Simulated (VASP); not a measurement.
# SnO (P4/nmm) in VASP: a series of runs

The runs below take SnO through single point, with LDA.

Everything below comes from runs of VASP 6.6.1. Logs are shortened: lines on timing, memory, paths and dates and some standing lists are left out, and cuts for length are marked.

## Step 1: The cell of the first run

Symmetry: P4/nmm, No. 129, tetragonal system. Conventional cell: a = 3.709 Å, b = 3.709 Å, c = 4.773 Å, α = 90.00°, β = 90.00°, γ = 90.00°. Within 2.9 Å of Sn (site symmetry 4mm) lie 4 O at 2.19 Å. Within 2.9 Å of O (site symmetry -4m2) lie 4 Sn at 2.19 Å and 4 O at 2.62 Å.

## Step 2: Single point, LDA

INCAR

```
  PREC = Accurate
  ENCUT = 1340
  EDIFF = 1E-6
  ISMEAR = 0
  SIGMA = 0.15
  LREAL = F
  LASPH = T
  NELM = 120
  ALGO = Normal
  ISIF = 2
  LWAVE = F
  LCHARG = F
  NBANDS = 28
  GGA_COMPAT = F
```

KPOINTS

```
regular mesh
0
Gamma
  10 10 8
```

POSCAR

```
SnO
1.0
    3.7093000000      0.0000000000      0.0000000000
    0.0000000000      3.7093000000      0.0000000000
    0.0000000000      0.0000000000      4.7726000000
Sn O
2 2
Direct
    0.0000000000      0.5000000000      0.2455950842
    0.5000000000      0.0000000000      0.7544049158
    0.0000000000      0.0000000000      0.0000000000
    0.5000000000      0.5000000000      0.0000000000
```

Potentials or basis: VASP PAW LDA potentials, release 64 (Sn_d, O_h).

On the command line:

```console
$ cat potpaw_LDA.64/Sn_d/POTCAR potpaw_LDA.64/O_h/POTCAR > POTCAR
$ mpirun -np 1 vasp_std > vasp.out
```

OUTCAR:

```text
PREC = Accurate
   ENCUT = 1340
   EDIFF = 1E-6
   ISMEAR = 0
   LREAL = F
   LASPH = T
   NELM = 120
   ISIF = 2

 ion  position               nearest neighbor table
   1  0.000  0.500  0.246-   3 2.19   4 2.19   3 2.19   4 2.19   2 3.52   2 3.52   2 3.52   2 3.52
                             2 3.57   2 3.57   2 3.57   2 3.57
   2  0.500  0.000  0.754-   3 2.19   4 2.19   4 2.19   3 2.19   1 3.52   1 3.52   1 3.52   1 3.52
                             1 3.57   1 3.57   1 3.57   1 3.57
   3  0.000  0.000  0.000-   1 2.19   2 2.19   1 2.19   2 2.19
   4  0.500  0.500  0.000-   1 2.19   2 2.19   2 2.19   1 2.19

  LATTYP: Found a simple tetragonal cell.
 ALAT       =     3.7093000000
 C/A-ratio  =     1.2866578600

  Lattice vectors:

 A1 = (   3.7093000000,   0.0000000000,   0.0000000000)
 A2 = (   0.0000000000,   3.7093000000,   0.0000000000)
 A3 = (   0.0000000000,   0.0000000000,   4.7726000000)

Analysis of symmetry for initial positions (statically):
=====================================================================
 Subroutine PRICEL returns:
 Original cell was already a primitive cell.

 Routine SETGRP: Setting up the symmetry group for a
 simple tetragonal supercell.

 Subroutine GETGRP returns: Found 16 space group operations
 (whereof  8 operations were pure point group operations)
 out of a pool of 16 trial point group operations.

The static configuration has the point symmetry D_2d.
 The point group associated with its full space group is D_4h.

Analysis of symmetry for dynamics (positions and initial velocities):
=====================================================================
 Subroutine PRICEL returns:
 Original cell was already a primitive cell.

 Routine SETGRP: Setting up the symmetry group for a
 simple tetragonal supercell.

 Subroutine GETGRP returns: Found 16 space group operations
 (whereof  8 operations were pure point group operations)
 out of a pool of 16 trial point group operations.

The dynamic configuration has the point symmetry D_2d.
 The point group associated with its full space group is D_4h.

 Subroutine INISYM returns: Found 16 space group operations
 (whereof  8 operations are pure point group operations),
 and found     1 'primitive' translations

----------------------------------------------------------------------------------------

                                     Primitive cell

  volume of cell :      65.6658

  direct lattice vectors                    reciprocal lattice vectors
     3.709300000  0.000000000  0.000000000     0.269592646  0.000000000  0.000000000
     0.000000000  3.709300000  0.000000000     0.000000000  0.269592646  0.000000000
     0.000000000  0.000000000  4.772600000     0.000000000  0.000000000  0.209529397

  length of vectors
     3.709300000  3.709300000  4.772600000     0.269592646  0.269592646  0.209529397

  position of ions in fractional coordinates (direct lattice)
     0.000000000  0.500000000  0.245595084
     0.500000000  0.000000000  0.754404916
     0.000000000  0.000000000  0.000000000
     0.500000000  0.500000000  0.000000000

  ion indices of the primitive-cell ions
   primitive index   ion index
                 1           1
                 2           2
                 3           3
                 4           4

----------------------------------------------------------------------------------------

 KPOINTS: regular mesh

Automatic generation of k-mesh.
 Grid dimensions read from file:
 generate k-points for:   10   10    8

 Generating k-lattice:

  Cartesian coordinates                     Fractional coordinates (reciprocal lattice)
     0.026959265  0.000000000  0.000000000     0.100000000  0.000000000  0.000000000
     0.000000000  0.026959265  0.000000000     0.000000000  0.100000000  0.000000000
     0.000000000  0.000000000  0.026191175     0.000000000  0.000000000  0.125000000

  Length of vectors
     0.026959265  0.026959265  0.026191175

  Shift w.r.t. Gamma in fractional coordinates (k-lattice)
     0.000000000  0.000000000  0.000000000

 Subroutine IBZKPT returns following result:
 ===========================================

 Found    105 irreducible k-points:

 Following reciprocal coordinates:
            Coordinates               Weight
  0.000000  0.000000  0.000000      1.000000
  0.100000  0.000000  0.000000      4.000000
  0.200000  0.000000  0.000000      4.000000
  0.300000  0.000000  0.000000      4.000000
  0.400000  0.000000  0.000000      4.000000
  0.500000  0.000000  0.000000      2.000000
[... 16 lines left out ...]
  0.100000  0.000000  0.125000      8.000000
  0.200000  0.000000  0.125000      8.000000
 [... further k-points ...]
   k-points           NKPTS =    105   k-points in BZ     NKDIM =    105   number of bands    NBANDS=     28
   number of dos      NEDOS =    301   number of ions     NIONS =      4
   total plane-waves  NPLWV = 138240
   dimension x,y,z NGX =    48 NGY =   48 NGZ =   60
   dimension x,y,z NGXF=    96 NGYF=   96 NGZF=  120
   ions per type =               2   2
   NGX,Y,Z   is equivalent  to a cutoff of  21.51, 21.51, 20.90 a.u.
   NGXF,Y,Z  is equivalent  to a cutoff of  43.03, 43.03, 41.80 a.u.
 SYSTEM =  unknown system
   PREC   = accura    normal or accurate (medium, high low for compatibility)
   ISTART =      0    job   : 0-new  1-cont  2-samecut
   ICHARG =      2    charge: 1-file 2-atom 10-const
   ISPIN  =      1    spin polarized calculation?
   LNONCOLLINEAR =      F non collinear calculations
   LSORBIT =      F    spin-orbit coupling
   LASPH  =      T    aspherical Exc in radial PAW
   ENCUT  = 1340.0 eV  98.49 Ry    9.92 a.u.  11.07 11.07 14.25*2*pi/ulx,y,z
   NELM   =    120;   NELMIN=  2; NELMDL= -5     # of ELM steps
   EDIFF  = 0.1E-05   stopping-criterion for ELM
   LREAL  =      F    real-space projection
   EDIFFG = 0.1E-04   stopping-criterion for IOM
   NSW    =      0    number of steps for IOM
   IBRION =     -1    ionic relax: 0-MD 1-quasi-New 2-CG
   NFREE  =      0    steps in history (QN), initial steepest desc. (CG)
   ISIF   =      2    stress and relaxation
   ISYM   =      2    0-nonsym 1-usesym 2-fastsym
   POTIM  = 0.5000    time-step for ionic-motion
   TEBEG  =    0.0;   TEEND  =   0.0 temperature during run
   PSTRESS=    0.0 pullay stress
   NELECT =      40.0000    total number of electrons
   NUPDOWN=      -1.0000    fix difference up-down
   EMIN   =  10.00;   EMAX   =-10.00  energy-range for DOS
   EFERMI =   0.00;   METHOD = LEGACY
   ISMEAR =     0;   SIGMA  =   0.15  broadening in eV -4-tet -1-fermi 0-gaus
   EFERMI_NEDOS =   21; number of points for ismear=-14 and -15
   IALGO  =     38    algorithm
   IMIX   =      4    mixing-type and parameters
     AMIX     =   0.40;   BMIX     =  1.00
     AMIX_MAG =   1.60;   BMIX_MAG =  1.00
  volume/ion in A,a.u.               =      16.42       110.78
  Fermi-wavevector in a.u.,A,eV,Ry     =   1.387763  2.622491 26.203256  1.925885
  Thomas-Fermi vector in A             =   2.511953
   LORBIT       =      0    0 simple, 1 ext, 2 COOP (PROOUT), +10 PAW based schemes
   GGA     = CA    functional components
   LHFCALC =     F    Hartree Fock is set to
   AEXX    =    0.0000 exact exchange contribution
   IVDW    =     0    specifies the selected vdW correction
   LEPSILON=     F    determine dielectric tensor
   LRPA    =     F    only Hartree local field effects (RPA)
 non-spin polarized calculation
 Gauss-broadening in eV      SIGMA  =   0.15
  energy-cutoff  :     1340.00
  volume of cell :       65.67
 maximum number of plane-waves:      7352
 NGX is ok and might be reduce to    48
   NGX = 23   NGY = 23   NGZ = 29

 number of electron      40.0000000 magnetization

 Free energy of the ion-electron system (eV)
  ---------------------------------------------------
  ext. energy  EPLUGINS =         0.00000000
  ---------------------------------------------------
  free energy    TOTEN  =       -25.72894587 eV

  energy without entropy =      -25.72575153  energy(sigma->0) =      -25.72734870

 E-fermi :   8.0992     XC(G=0): -11.0155

 val. band max:        8.0083263543   @ k =   0.0000   0.0000   0.1250
 cond. band min:       8.1095846733   @ k =   0.1000   0.1000   0.0000
 fundamental gap:      0.1012583190
 Fermi energy:         8.0992327886

 k-point     1 :       0.0000    0.0000    0.0000
  band No.  band energies     occupation
      1     -14.1143      2.00000
      2     -13.6317      2.00000
      3     -13.6283      2.00000
      4     -13.6283      2.00000
      5     -13.5598      2.00000
      6     -13.5593      2.00000
[... 20 lines left out ...]
     27      14.6192      0.00000
     28      14.9710      0.00000

 k-point     2 :       0.1000    0.0000    0.0000
  band No.  band energies     occupation
      1     -14.1089      2.00000
      2     -13.6292      2.00000
      3     -13.6269      2.00000
      4     -13.6247      2.00000
      5     -13.5603      2.00000
      6     -13.5547      2.00000
[... 20 lines left out ...]
     27      14.7856      0.00000
     28      15.9090      0.00000

 k-point     3 :       0.2000    0.0000    0.0000
  band No.  band energies     occupation
      1     -14.0942      2.00000
      2     -13.6882      2.00000
      3     -13.6219      2.00000
      4     -13.6144      2.00000
      5     -13.5970      2.00000
      6     -13.5628      2.00000
[... 20 lines left out ...]
     27      14.9950      0.00000
     28      17.6662      0.00000

 k-point     4 :       0.3000    0.0000    0.0000
  band No.  band energies     occupation
      1     -14.0714      2.00000
      2     -13.8104      2.00000
      3     -13.6126      2.00000
      4     -13.5994      2.00000
      5     -13.5882      2.00000
      6     -13.5655      2.00000
[... 20 lines left out ...]
     27      15.3229      0.00000
     28      18.6888      0.00000

 k-point     5 :       0.4000    0.0000    0.0000
  band No.  band energies     occupation
      1     -14.0381      2.00000
      2     -13.9128      2.00000
      3     -13.6006      2.00000
      4     -13.5845      2.00000
      5     -13.5833      2.00000
      6     -13.5678      2.00000
[... 20 lines left out ...]
     27      15.7549      0.00000
     28      17.4346      0.00000

 k-point     6 :       0.5000    0.0000    0.0000
  band No.  band energies     occupation
      1     -13.9876      2.00000
      2     -13.9876      2.00000
      3     -13.5898      2.00000
      4     -13.5898      2.00000
      5     -13.5721      2.00000
      6     -13.5721      2.00000
[... 463 lines left out ...]
      5     -13.5389      2.00000
      6     -13.5389      2.00000
[... 20 lines left out ...]
     27      16.5485      0.00000
     28      16.5485      0.00000

 k-point    22 :       0.0000    0.0000    0.1250
  band No.  band energies     occupation
      1     -14.1107      2.00000
      2     -13.6354      2.00000
      3     -13.6235      2.00000
      4     -13.6235      2.00000
      5     -13.5570      2.00000
      6     -13.5570      2.00000
[... 20 lines left out ...]
     27      14.5416      0.00000
     28      15.0912      0.00000

 k-point    23 :       0.1000    0.0000    0.1250
  band No.  band energies     occupation
      1     -14.1058      2.00000
      2     -13.6354      2.00000
      3     -13.6211      2.00000
      4     -13.6211      2.00000
      5     -13.5574      2.00000
      6     -13.5544      2.00000
[... 20 lines left out ...]
     27      14.7938      0.00000
     28      15.9596      0.00000

 k-point    24 :       0.2000    0.0000    0.1250
  band No.  band energies     occupation
      1     -14.0922      2.00000
      2     -13.6979      2.00000
      3     -13.6144      2.00000
      4     -13.6136      2.00000
      5     -13.5990      2.00000
      6     -13.5585      2.00000
[... 20 lines left out ...]
     27      15.1166      0.00000
     28      17.6342      0.00000

 [... further k-points ...]

------------------------ aborting loop because EDIFF is reached ----------------------------------------

  FORCE on cell =-STRESS in cart. coord.  units (eV):
  Direction    XX          YY          ZZ          XY          YZ          ZX
  --------------------------------------------------------------------------------------
  -------------------------------------------------------------------------------------
  Total        1.1347768      1.1347768     -0.3075499      0.0000000     -0.0000000      0.0000000
  in kB       27.6873938     27.6873938     -7.5039026      0.0000000     -0.0000000      0.0000000
  external PRESSURE =      15.9569617 kB  Pullay stress =       0.0000000 kB

 VOLUME and BASIS-vectors are now :
 -----------------------------------------------------------------------------
  energy-cutoff  :     1340.00
  volume of cell :       65.67
      direct lattice vectors                 reciprocal lattice vectors
     3.709300000  0.000000000  0.000000000     0.269592646  0.000000000  0.000000000
     0.000000000  3.709300000  0.000000000     0.000000000  0.269592646  0.000000000
     0.000000000  0.000000000  4.772600000     0.000000000  0.000000000  0.209529397

 POSITION                                       TOTAL-FORCE (eV/Angst)
 -----------------------------------------------------------------------------------
      0.00000      1.85465      1.17213         0.000000      0.000000      0.029235
      1.85465      0.00000      3.60047        -0.000000     -0.000000     -0.029235
      0.00000      0.00000      0.00000        -0.000000     -0.000000      0.000000
      1.85465      1.85465      0.00000         0.000000     -0.000000      0.000000
 -----------------------------------------------------------------------------------
    total drift:                                0.000000      0.000000     -0.000000

  FREE ENERGIE OF THE ION-ELECTRON SYSTEM (eV)
  ---------------------------------------------------
  free  energy   TOTEN  =       -25.7289458702 eV

  energy  without entropy=      -25.7257515295  energy(sigma->0) =      -25.72734870
```

Wall time 9.3 min (1 thread of Intel Xeon Platinum 8488C (Sapphire Rapids), shared host); peak memory 0.74 GiB.

Results:

```yaml
Free_energy: -25.7289 eV
Pressure: 1.6 GPa
Largest_force: 0.029 eV/Å
Band_gap_on_the_k_mesh: zero (bands 20 and 21 overlap by 0.44 eV)
```

Forces on the atoms (eV/Å):
```
Sn   0.000  0.000  0.029
Sn   0.000  0.000 -0.029
O    0.000  0.000  0.000
O    0.000  0.000  0.000
```

Levels at points of the mesh, in eV from the Fermi level:
```tsv
k point	band 16	band 17	band 18	band 19	band 20	band 21	band 22	band 23	band 24	band 25
(0.00, 0.00, 0.00)	-6.77	-3.88	-3.39	-3.39	0.05	2.30	4.30	4.46	4.46	5.59
(0.50, 0.00, 0.00)	-5.55	-5.22	-5.22	-3.20	-3.20	3.11	3.11	5.85	5.85	6.18
(0.50, 0.50, 0.00)	-5.71	-2.71	-2.71	-2.18	-2.18	-0.39	-0.39	4.09	4.09	7.22
(0.00, 0.00, 0.50)	-3.94	-3.41	-3.41	-3.02	-2.76	1.68	2.61	2.61	3.73	7.79
(0.50, 0.00, 0.50)	-5.97	-5.18	-5.18	-2.08	-2.08	2.48	2.48	5.30	5.30	6.80
(0.50, 0.50, 0.50)	-6.24	-3.06	-3.06	-2.71	-2.71	1.97	1.97	4.00	4.00	5.65
```

Caveat: semilocal functionals underestimate gaps, and a narrow one can read as zero; spin-orbit coupling is left out, which moves the levels of the heavy elements.

(Continued in part 2 of 3.)

The gap in the log of VASP goes by the Fermi energy; the results here count the filled bands.